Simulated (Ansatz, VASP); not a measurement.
One calculation of Ta2N, two programs

```xyz
3
Lattice="3.1129 0.0000 0.0000 -1.5564 2.6958 0.0000 0.0000 0.0000 4.8698" Properties=species:S:1:pos:R:3 pbc="T T T"
Ta    1.5564    0.8986    3.6294
Ta    0.0000    1.7972    1.2404
N     0.0000    0.0000    0.0000
```

Alike in both runs: task single point; functional PBE; k mesh 3 × 3 × 2; occupations gaussian, width 0.1 eV; no spin polarisation.

|  | VASP | Ansatz |
| --- | --- | --- |
| version | VASP 6.6.1 | Ansatz 0.2.0 |
| potentials or method | VASP PAW PBE potentials, release 64 (Ta_pv, N), cutoff 600 eV | scalar-relativistic, plane waves, PAW |
| valence electrons in the cell | 27 | 31 |

|  | VASP | Ansatz | Ansatz less VASP |
| --- | --- | --- | --- |
| gap on the k mesh at the Fermi level (eV) | none | none | - |
| pressure (GPa) | 2.3 | 1.9 | -0.41 |
| traceless stress, the component that is largest in VASP (GPa) | 12.86 | 13.13 | +0.263 |
| rms of the force components (eV/Å) | 0.792 | 0.778 | -0.0137 |

Atom by atom the forces differ by 0.014 eV/Å (rms over components). A gap of «none» marks a metal or a gap that the smearing closes. With one functional, cell and mesh, what is left measures potentials, basis and numerics. VASP's potentials hold 27 valence electrons a cell and Ansatz's 31, so a difference there can come from the potentials and not from the codes.

The k mesh is coarse, so the values compare programs but aren't converged. Spin-orbit coupling is off throughout.
